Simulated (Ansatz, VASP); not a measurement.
## Pt: VASP beside Ansatz

INCAR

```
PREC = Accurate
ENCUT = 520
EDIFF = 1E-6
ISMEAR = -1
SIGMA = 0.05
LREAL = False
LASPH = True
NELM = 60
ALGO = Normal
ISIF = 2
LWAVE = False
LCHARG = False
GGA = PS
NBANDS = 11
```

The input KPOINTS:

```
regular mesh
0
Gamma
  15 15 15
```

Contents of POSCAR:

```
Pt
1.0
    0.0000000000      1.9609000000      1.9609000000
    1.9609000000      0.0000000000      1.9609000000
    1.9609000000      1.9609000000      0.0000000000
Pt
1
Direct
    0.0000000000      0.0000000000      0.0000000000
```

Input for Ansatz:

```yaml
crystal:
  lattice:
    - [0.0, 1.9609, 1.9609]
    - [1.9609, 0.0, 1.9609]
    - [1.9609, 1.9609, 0.0]
  atoms:
    - { symbol: Pt, position: [0.0, 0.0, 0.0] }
kpoints:
  mp_grid:
    grid: [15, 15, 15]
    shift: [0.0, 0.0, 0.0]
hamiltonian:
  xc: pbesol
  pseudopotentials:
    kind: paw
scf:
  occupations:
    method: fermi_dirac
    width: 0.05
output:
  forces: true
  stress: true
  eigenvalues: true
```

Alike in both runs: task single point; functional PBEsol; k mesh 15 × 15 × 15; occupations fermi-dirac, width 0.05 eV; no spin polarisation.

|  | VASP | Ansatz |
| --- | --- | --- |
| version | VASP 6.6.1 | Ansatz 0.2.0 |
| potentials or method | VASP PAW PBE potentials, release 64 (Pt) | plane waves, PAW |
| plane-wave cutoff (eV) | 520 | 420 |
| valence electrons in the cell | 10 | 18 |

VASP gave:

```
gap on the k mesh at the Fermi level (eV) : none
pressure (GPa)                            : -1.1
```

Question: What did Ansatz give for the same quantities?

Answer: gap on the k mesh at the Fermi level (eV): none; pressure (GPa): -0.7.

VASP's potentials were made for PBE, not for PBEsol. A gap of «none» marks a metal or a gap that the smearing closes. With one functional, cell and mesh, what is left measures potentials, basis and numerics. VASP's potentials hold 10 valence electrons a cell and Ansatz's 18, so a difference there can come from the potentials and not from the codes.

Spin-orbit coupling is off throughout.
